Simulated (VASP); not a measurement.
Set up this calculation in VASP 6.6.1, as the native input.

* Task: single point
* Functional: r2SCAN
* Potentials or basis: VASP PAW PBE potentials, release 64 (Ta_pv, N)
* Cutoff: 520 eV
* k mesh: 10 × 10 × 10
* Occupations: fermi-dirac, width 0.05 eV
* Spin: no spin polarisation
* Hubbard terms: Ta d U = 8.0 eV
* Dipole correction: no
* Further INCAR settings: ALGO = Normal; EDIFF = 1e-06; NBANDS = 15

Crystal: TaN.

```
CELL_PARAMETERS angstrom
0.00000 2.21695 2.21695
2.21695 0.00000 2.21695
2.21695 2.21695 0.00000
ATOMIC_POSITIONS crystal
Ta 0.50000 0.50000 0.50000
N 0.00000 0.00000 0.00000
```

The input as run:

POSCAR

```
TaN
1.0
    0.0000000000      2.2169487831      2.2169487831
    2.2169487831      0.0000000000      2.2169487831
    2.2169487831      2.2169487831      0.0000000000
Ta N
1 1
Direct
    0.5000000000      0.5000000000      0.5000000000
    0.0000000000      0.0000000000      0.0000000000
```

INCAR.step1

```
  PREC = Accurate
  ENCUT = 520
  ISMEAR = -1
  SIGMA = 0.05
  LREAL = False
  LASPH = True
  NELM = 150
  LMAXMIX = 4
  LDAU = True
  LDAUTYPE = 2
  LDAUL = 2 -1
  LDAUU = 8 0
  LDAUJ = 0 0
  NBANDS = 15
  GGA = PE
  ALGO = Normal
  EDIFF = 1E-4
  LWAVE = True
  LCHARG = False
```

INCAR.step2

```
  PREC = Accurate
  ENCUT = 520
  EDIFF = 1E-6
  ISMEAR = -1
  SIGMA = 0.05
  LREAL = False
  LASPH = True
  NELM = 150
  ALGO = Normal
  ISIF = 2
  LWAVE = False
  LCHARG = False
  LMAXMIX = 4
  LDAU = True
  LDAUTYPE = 2
  LDAUL = 2 -1
  LDAUU = 8 0
  LDAUJ = 0 0
  LDAUPRINT = 1
  METAGGA = R2SCAN
  LMIXTAU = True
  NBANDS = 15
  ISTART = 1
```

KPOINTS

```
Automatic mesh
0
Gamma
  10 10 10
```

Potentials or basis: VASP PAW PBE potentials, release 64 (Ta_pv, N).

Launch:

```sh
$ cat potpaw_PBE.64/Ta_pv/POTCAR potpaw_PBE.64/N/POTCAR > POTCAR
$ cp INCAR.step1 INCAR
$ mpirun -np 1 vasp_std > vasp.out
$ cp INCAR.step2 INCAR
$ mpirun -np 1 vasp_std > vasp.out
```

It gave:

```json
{
 "Pressure": "17.5 GPa",
 "Band gap on the k mesh": "zero (bands 8 and 9 overlap by 3.93 eV)"
}
```

Caveat: the cell stands under pressure; the PAW data sets were made with another functional, which shifts forces and pressure a little; spin-orbit coupling is left out, which moves the levels of the heavy elements; U without spin polarisation on a metal has little footing.

It took 27 s on 1 thread of Intel(R) Xeon(R) Platinum 8488C (Sapphire Rapids) (shared host), peak memory 0.15 GiB.
